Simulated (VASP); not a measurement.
# RbAsPd3 (Pm-3m) in VASP: notebook, part 2 of 2

VASP 6.6.1. Earlier steps stand in the parts before.

### Step 3. Single point, PBE

This run uses another cell than the first one, of 23.00 Å³/atom, 1.144 times its volume.

File INCAR:

```
SYSTEM = RbAsPd3
ALGO     = Fast           ! electronic algorithm
EDIFF    = 1E-6           ! SCF threshold, eV
ENCUT    = 520            ! plane-wave cutoff, eV
GGA      = PE             ! functional
ISIF     = 2              ! what is computed and relaxed
ISMEAR   = 0              ! smearing method
LASPH    = .TRUE.         ! aspherical terms in the spheres
LCHARG   = .FALSE.        ! write CHGCAR
LREAL    = .FALSE.        ! projectors in reciprocal space
LWAVE    = .FALSE.        ! write WAVECAR
NBANDS   = 30             ! bands
NELM     = 80             ! most SCF steps
PREC     = Accurate       ! precision mode
SIGMA    = 0.1            ! smearing width, eV
```

File KPOINTS:

```
k-points
0
G
  4 4 4
  0 0 0
```

File POSCAR:

```
RbAsPd3
1.0
    4.8630960282      0.0000000000      0.0000000000
    0.0000000000      4.8630960282      0.0000000000
    0.0000000000      0.0000000000      4.8630960282
Rb As Pd
1 1 3
Direct
    0.0000000000      0.0000000000      0.0000000000
    0.5000000000      0.5000000000      0.5000000000
    0.0000000000      0.5000000000      0.5000000000
    0.5000000000      0.0000000000      0.5000000000
    0.5000000000      0.5000000000      0.0000000000
```

Potentials or basis: VASP PAW PBE potentials, release 64 (Rb_sv, As, Pd).

The run is started by

```sh
cat potpaw_PBE.64/Rb_sv/POTCAR potpaw_PBE.64/As/POTCAR potpaw_PBE.64/Pd/POTCAR > POTCAR
mpirun -np 1 vasp_std > vasp.out
```

OUTCAR:

```text
SYSTEM = RbAsPd3
   EDIFF = 1E-6
   ENCUT = 520
   GGA = PE
   ISIF = 2
   ISMEAR = 0
   LASPH = .TRUE.
   LREAL = .FALSE.
   NELM = 80
   PREC = Accurate

 ion  position               nearest neighbor table
   1  0.000  0.000  0.000-   3 3.44   4 3.44   5 3.44   3 3.44   4 3.44   3 3.44   5 3.44   3 3.44
                             4 3.44   5 3.44   4 3.44   5 3.44   2 4.21   2 4.21   2 4.21   2 4.21
   2  0.500  0.500  0.500-   3 2.43   4 2.43   5 2.43   5 2.43   4 2.43   3 2.43   1 4.21   1 4.21
                             1 4.21   1 4.21   1 4.21   1 4.21   1 4.21   1 4.21
   3  0.000  0.500  0.500-   2 2.43   2 2.43   4 3.44   5 3.44   1 3.44   5 3.44   1 3.44   4 3.44
                             1 3.44   1 3.44   4 3.44   5 3.44   5 3.44   4 3.44
   4  0.500  0.000  0.500-   2 2.43   2 2.43   3 3.44   5 3.44   1 3.44   5 3.44   1 3.44   3 3.44
                             5 3.44   5 3.44   1 3.44   3 3.44   1 3.44   3 3.44
   5  0.500  0.500  0.000-   2 2.43   2 2.43   3 3.44   4 3.44   1 3.44   3 3.44   4 3.44   1 3.44
                             4 3.44   4 3.44   1 3.44   3 3.44   3 3.44   1 3.44

  LATTYP: Found a simple cubic cell.
 ALAT       =     4.8630960282

  Lattice vectors:

 A1 = (   4.8630960282,   0.0000000000,   0.0000000000)
 A2 = (   0.0000000000,   4.8630960282,   0.0000000000)
 A3 = (   0.0000000000,   0.0000000000,   4.8630960282)

Analysis of symmetry for initial positions (statically):
=====================================================================
 Subroutine PRICEL returns:
 Original cell was already a primitive cell.

 Routine SETGRP: Setting up the symmetry group for a
 simple cubic supercell.

 Subroutine GETGRP returns: Found 48 space group operations
 (whereof 48 operations were pure point group operations)
 out of a pool of 48 trial point group operations.

The static configuration has the point symmetry O_h .

Analysis of symmetry for dynamics (positions and initial velocities):
=====================================================================
 Subroutine PRICEL returns:
 Original cell was already a primitive cell.

 Routine SETGRP: Setting up the symmetry group for a
 simple cubic supercell.

 Subroutine GETGRP returns: Found 48 space group operations
 (whereof 48 operations were pure point group operations)
 out of a pool of 48 trial point group operations.

The dynamic configuration has the point symmetry O_h .

 Subroutine INISYM returns: Found 48 space group operations
 (whereof 48 operations are pure point group operations),
 and found     1 'primitive' translations

----------------------------------------------------------------------------------------

                                     Primitive cell

  volume of cell :     115.0108

  direct lattice vectors                    reciprocal lattice vectors
     4.863096028  0.000000000  0.000000000     0.205630322  0.000000000  0.000000000
     0.000000000  4.863096028  0.000000000     0.000000000  0.205630322  0.000000000
     0.000000000  0.000000000  4.863096028     0.000000000  0.000000000  0.205630322

  length of vectors
     4.863096028  4.863096028  4.863096028     0.205630322  0.205630322  0.205630322

  position of ions in fractional coordinates (direct lattice)
     0.000000000  0.000000000  0.000000000
     0.500000000  0.500000000  0.500000000
     0.000000000  0.500000000  0.500000000
     0.500000000  0.000000000  0.500000000
     0.500000000  0.500000000  0.000000000
[... 41 lines left out ...]
  0.500000  0.250000  0.000000     12.000000
  0.500000  0.500000  0.000000      3.000000
  0.250000  0.250000  0.250000      8.000000
  0.500000  0.250000  0.250000     12.000000
  0.500000  0.500000  0.250000      6.000000
  0.500000  0.500000  0.500000      1.000000
   k-points           NKPTS =     10   k-points in BZ     NKDIM =     10   number of bands    NBANDS=     30
   number of dos      NEDOS =    301   number of ions     NIONS =      5
   total plane-waves  NPLWV =  46656
   dimension x,y,z NGX =    36 NGY =   36 NGZ =   36
   dimension x,y,z NGXF=    72 NGYF=   72 NGZF=   72
   ions per type =               1   1   3
   NGX,Y,Z   is equivalent  to a cutoff of  12.31, 12.31, 12.31 a.u.
   NGXF,Y,Z  is equivalent  to a cutoff of  24.61, 24.61, 24.61 a.u.
 SYSTEM =  RbAsPd3
   PREC   = accura    normal or accurate (medium, high low for compatibility)
   ISTART =      0    job   : 0-new  1-cont  2-samecut
   ICHARG =      2    charge: 1-file 2-atom 10-const
   ISPIN  =      1    spin polarized calculation?
   LNONCOLLINEAR =      F non collinear calculations
   LSORBIT =      F    spin-orbit coupling
   LASPH  =      T    aspherical Exc in radial PAW
   ENCUT  =  520.0 eV  38.22 Ry    6.18 a.u.   9.04  9.04  9.04*2*pi/ulx,y,z
   NELM   =     80;   NELMIN=  2; NELMDL= -5     # of ELM steps
   EDIFF  = 0.1E-05   stopping-criterion for ELM
   LREAL  =      F    real-space projection
   EDIFFG = 0.1E-04   stopping-criterion for IOM
   NSW    =      0    number of steps for IOM
   IBRION =     -1    ionic relax: 0-MD 1-quasi-New 2-CG
   NFREE  =      0    steps in history (QN), initial steepest desc. (CG)
   ISIF   =      2    stress and relaxation
   ISYM   =      2    0-nonsym 1-usesym 2-fastsym
   POTIM  = 0.5000    time-step for ionic-motion
   TEBEG  =    0.0;   TEEND  =   0.0 temperature during run
   PSTRESS=    0.0 pullay stress
   NELECT =      44.0000    total number of electrons
   NUPDOWN=      -1.0000    fix difference up-down
   EMIN   =  10.00;   EMAX   =-10.00  energy-range for DOS
   EFERMI =   0.00;   METHOD = LEGACY
   ISMEAR =     0;   SIGMA  =   0.10  broadening in eV -4-tet -1-fermi 0-gaus
   EFERMI_NEDOS =   21; number of points for ismear=-14 and -15
   IALGO  =     68    algorithm
   IMIX   =      4    mixing-type and parameters
     AMIX     =   0.40;   BMIX     =  1.00
     AMIX_MAG =   1.60;   BMIX_MAG =  1.00
  volume/ion in A,a.u.               =      23.00       155.23
  Fermi-wavevector in a.u.,A,eV,Ry     =   1.188446  2.245838 19.216930  1.412404
  Thomas-Fermi vector in A             =   2.324576
   LORBIT       =      0    0 simple, 1 ext, 2 COOP (PROOUT), +10 PAW based schemes
   GGA     = PE    functional components
   LHFCALC =     F    Hartree Fock is set to
   AEXX    =    0.0000 exact exchange contribution
   IVDW    =     0    specifies the selected vdW correction
   LEPSILON=     F    determine dielectric tensor
   LRPA    =     F    only Hartree local field effects (RPA)
 non-spin polarized calculation
 RMM-DIIS sequential band-by-band and
 Gauss-broadening in eV      SIGMA  =   0.10
  energy-cutoff  :      520.00
  volume of cell :      115.01
 maximum number of plane-waves:      3136
   NGX = 19   NGY = 19   NGZ = 19

 number of electron      43.9999991 magnetization

 Free energy of the ion-electron system (eV)
  ---------------------------------------------------
  ext. energy  EPLUGINS =         0.00000000
  ---------------------------------------------------
  free energy    TOTEN  =       -21.56785883 eV

  energy without entropy =      -21.53304463  energy(sigma->0) =      -21.55045173

 E-fermi :   4.2946     XC(G=0): -10.1086

 val. band max:        4.2611375443   @ k =   0.2500   0.2500   0.0000
 cond. band min:       4.3464458422   @ k =   0.2500   0.2500   0.2500
 fundamental gap:      0.0853082980
 Fermi energy:         4.2945735089

 k-point     1 :       0.0000    0.0000    0.0000
  band No.  band energies     occupation
      1     -21.8198      2.00000
      2      -7.6584      2.00000
      3      -5.9991      2.00000
      4      -5.9991      2.00000
      5      -5.9991      2.00000
      6       1.1985      2.00000
[... 319 lines left out ...]
     29      11.8930      0.00000
     30      12.2672      0.00000

------------------------ aborting loop because EDIFF is reached ----------------------------------------

  FORCE on cell =-STRESS in cart. coord.  units (eV):
  Direction    XX          YY          ZZ          XY          YZ          ZX
  --------------------------------------------------------------------------------------
  -------------------------------------------------------------------------------------
  Total        0.1996964      0.1996964      0.1996964     -0.0000000      0.0000000      0.0000000
  in kB        2.7819048      2.7819048      2.7819048     -0.0000000      0.0000000      0.0000000
  external PRESSURE =       2.7819048 kB  Pullay stress =       0.0000000 kB

 VOLUME and BASIS-vectors are now :
 -----------------------------------------------------------------------------
  energy-cutoff  :      520.00
  volume of cell :      115.01
      direct lattice vectors                 reciprocal lattice vectors
     4.863096028  0.000000000  0.000000000     0.205630322  0.000000000  0.000000000
     0.000000000  4.863096028  0.000000000     0.000000000  0.205630322  0.000000000
     0.000000000  0.000000000  4.863096028     0.000000000  0.000000000  0.205630322

 POSITION                                       TOTAL-FORCE (eV/Angst)
 -----------------------------------------------------------------------------------
      0.00000      0.00000      0.00000         0.000000      0.000000      0.000000
      2.43155      2.43155      2.43155         0.000000      0.000000      0.000000
      0.00000      2.43155      2.43155         0.000000      0.000000      0.000000
      2.43155      0.00000      2.43155         0.000000      0.000000      0.000000
      2.43155      2.43155      0.00000         0.000000      0.000000      0.000000
 -----------------------------------------------------------------------------------
    total drift:                                0.000000      0.000000      0.000000

  FREE ENERGIE OF THE ION-ELECTRON SYSTEM (eV)
  ---------------------------------------------------
  free  energy   TOTEN  =       -21.5678588252 eV

  energy  without entropy=      -21.5330446263  energy(sigma->0) =      -21.55045173
```

Run time: 21 s. Hardware: 1 thread of Intel Xeon Platinum 8488C (Sapphire Rapids), shared host; peak memory 0.21 GiB.

Results:

| Property | Result |
| --- | --- |
| Free energy | -21.5679 eV |
| Pressure | 0.3 GPa |
| Band gap on the k mesh | zero (band 22 reaches 4.81 eV, above the bottom of band 23 at 3.38 eV) |

### Step 4. Relaxation of cell and atoms, PBE

File INCAR:

```
SYSTEM = RbAsPd3
PREC = Accurate
ENCUT = 600
EDIFF = 1E-7
ISMEAR = 0
SIGMA = 0.1
LREAL = .FALSE.
LASPH = .TRUE.
NELM = 60
ALGO = Fast
ISIF = 3
LWAVE = .FALSE.
LCHARG = .FALSE.
GGA = PE
IBRION = 2
NSW = 90
EDIFFG = -0.04
```

File KPOINTS:

```
Automatic mesh
0
G
  4 4 4
  0 0 0
```

Edit POSCAR of step 3 so:

```diff
@@ -2,5 +2,5 @@
 1.0
-    4.8630960282      0.0000000000      0.0000000000
-    0.0000000000      4.8630960282      0.0000000000
-    0.0000000000      0.0000000000      4.8630960282
+    4.6494803800      0.0000000000      0.0000000000
+    0.0000000000      4.6494803800      0.0000000000
+    0.0000000000      0.0000000000      4.6494803800
 Rb As Pd
```

Potentials or basis: VASP PAW PBE potentials, release 64 (Rb_sv, As, Pd).

The run is started by

```sh
cat potpaw_PBE.64/Rb_sv/POTCAR potpaw_PBE.64/As/POTCAR potpaw_PBE.64/Pd/POTCAR > POTCAR
mpirun -np 1 vasp_std > vasp.out
```

OUTCAR:

```text
SYSTEM = RbAsPd3
   PREC = Accurate
   ENCUT = 600
   EDIFF = 1E-7
   ISMEAR = 0
   LREAL = .FALSE.
   LASPH = .TRUE.
   NELM = 60
   ISIF = 3
   GGA = PE
   IBRION = 2
   NSW = 90
   EDIFFG = -0.04

 ion  position               nearest neighbor table
   1  0.000  0.000  0.000-   3 3.29   4 3.29   5 3.29   3 3.29   4 3.29   3 3.29   5 3.29   3 3.29
                             4 3.29   5 3.29   4 3.29   5 3.29   2 4.03   2 4.03   2 4.03   2 4.03
   2  0.500  0.500  0.500-   3 2.32   4 2.32   5 2.32   5 2.32   4 2.32   3 2.32   1 4.03   1 4.03
                             1 4.03   1 4.03   1 4.03   1 4.03   1 4.03   1 4.03
   3  0.000  0.500  0.500-   2 2.32   2 2.32   4 3.29   5 3.29   1 3.29   5 3.29   1 3.29   4 3.29
                             1 3.29   1 3.29   4 3.29   5 3.29   5 3.29   4 3.29
   4  0.500  0.000  0.500-   2 2.32   2 2.32   3 3.29   5 3.29   1 3.29   5 3.29   1 3.29   3 3.29
                             5 3.29   5 3.29   1 3.29   3 3.29   1 3.29   3 3.29
   5  0.500  0.500  0.000-   2 2.32   2 2.32   3 3.29   4 3.29   1 3.29   3 3.29   4 3.29   1 3.29
                             4 3.29   4 3.29   1 3.29   3 3.29   3 3.29   1 3.29
[... 227 lines left out ...]
  band No.  band energies     occupation
      1     -22.6744      2.00000
      2      -7.9467      2.00000
      3      -6.8254      2.00000
      4      -6.8254      2.00000
      5      -6.8254      2.00000
      6       0.7980      2.00000
[... 317 lines left out ...]
--------------------------------------- Ionic step        3  -------------------------------------------

 number of electron      44.0000010 magnetization

 Free energy of the ion-electron system (eV)
  ---------------------------------------------------
  ext. energy  EPLUGINS =         0.00000000
  ---------------------------------------------------
  free energy    TOTEN  =       -21.56283337 eV

  energy without entropy =      -21.52797141  energy(sigma->0) =      -21.54540239

 E-fermi :   4.2597     XC(G=0): -10.0903

 val. band max:        4.2261590684   @ k =   0.2500   0.2500   0.0000
 cond. band min:       4.3115628966   @ k =   0.2500   0.2500   0.2500
 fundamental gap:      0.0854038282
 Fermi energy:         4.2597066082

 k-point     1 :       0.0000    0.0000    0.0000
  band No.  band energies     occupation
      1     -21.8554      2.00000
      2      -7.6706      2.00000
      3      -6.0334      2.00000
      4      -6.0334      2.00000
      5      -6.0334      2.00000
      6       1.1816      2.00000
[... 311 lines left out ...]
  FREE ENERGIE OF THE ION-ELECTRON SYSTEM (eV)
  ---------------------------------------------------
  free  energy   TOTEN  =       -21.5628333738 eV

  energy  without entropy=      -21.5279714105  energy(sigma->0) =      -21.54540239

 reached required accuracy - stopping structural energy minimisation
```

CONTCAR:

```text
RbAsPd3
   1.00000000000000
     4.8689933126981906   -0.0000000000000000    0.0000000000000000
    -0.0000000000000000    4.8689933126981906    0.0000000000000000
    -0.0000000000000000   -0.0000000000000000    4.8689933126981906
  Rb              As              Pd
     1     1     3
Direct
     0.0000000000000000    0.0000000000000000    0.0000000000000000
     0.5000000000000000    0.5000000000000000    0.5000000000000000
     0.0000000000000000    0.5000000000000000    0.5000000000000000
     0.5000000000000000    0.0000000000000000    0.5000000000000000
     0.5000000000000000    0.5000000000000000    0.0000000000000000

  0.00000000E+00  0.00000000E+00  0.00000000E+00
  0.00000000E+00  0.00000000E+00  0.00000000E+00
  0.00000000E+00  0.00000000E+00  0.00000000E+00
  0.00000000E+00  0.00000000E+00  0.00000000E+00
  0.00000000E+00  0.00000000E+00  0.00000000E+00
```

It took 86 s on 1 thread of Intel Xeon Platinum 8488C (Sapphire Rapids), shared host; peak memory 0.26 GiB.

Results:

* Free energy: -21.5628 eV
* Relaxed volume: 23.09 Å³/atom
* Relaxed cell: a = 4.869 Å, b = 4.869 Å, c = 4.869 Å, α = 90.00°, β = 90.00°, γ = 90.00°
* Space group after relaxing (to 0.05 Å): Pm-3m (No. 221)
* Energy gained by relaxing: 104.0 meV/atom
* Ionic steps: 3
* Pressure after relaxing: 0.0 GPa
* Band gap on the k mesh: zero (band 22 reaches 4.77 eV, above the bottom of band 23 at 3.35 eV)

The path:
```
step  energy change (eV)  largest force (eV/Å)  pressure (GPa)  volume (Å³)
   1              0.0000                0.0000           12.84       100.51
   2             -0.3622                0.0000           -4.46       125.81
   3             -0.5198                0.0000            0.02       115.43
```

Final structure:
```
CELL_PARAMETERS angstrom
4.86899 0.00000 0.00000
0.00000 4.86899 0.00000
0.00000 0.00000 4.86899
ATOMIC_POSITIONS crystal
Rb 0.00000 0.00000 0.00000
As 0.50000 0.50000 0.50000
Pd 0.00000 0.50000 0.50000
Pd 0.50000 0.00000 0.50000
Pd 0.50000 0.50000 0.00000
```

Levels at points of the mesh, in eV from the Fermi level:
```tsv
k point	band 20	band 21	band 22	band 23	band 24	band 25
(0.00, 0.00, 0.00)	-1.19	-1.19	-1.19	-0.91	2.57	2.81
(0.50, 0.00, 0.00)	-1.29	-1.19	-0.09	-0.09	2.53	3.51
(0.50, 0.50, 0.00)	-1.31	-0.10	-0.10	0.92	1.03	1.99
(0.50, 0.50, 0.50)	-1.10	0.51	0.51	0.51	2.18	2.18
```

### Step 5. Summary

| task | cell | cutoff (eV) | gap on the mesh (eV) | pressure (GPa) |
| --- | --- | --- | --- | --- |
| single point | a = 4.649 Å, 5 atoms | 520 | none | 12.8 |
| single point | a = 4.863 Å, 5 atoms | 520 | none | 0.3 |
| relaxation of cell and atoms | relaxed from a = 4.649 Å, 5 atoms | 600 | none | 0.0 |

Alike in all rows: level PBE; potentials or basis VASP PAW PBE potentials, release 64 (Rb_sv, As, Pd); no spin polarisation; k mesh 4 × 4 × 4; smearing gaussian 0.1 eV.

Absolute energies hang on the potentials; compare differences alone.
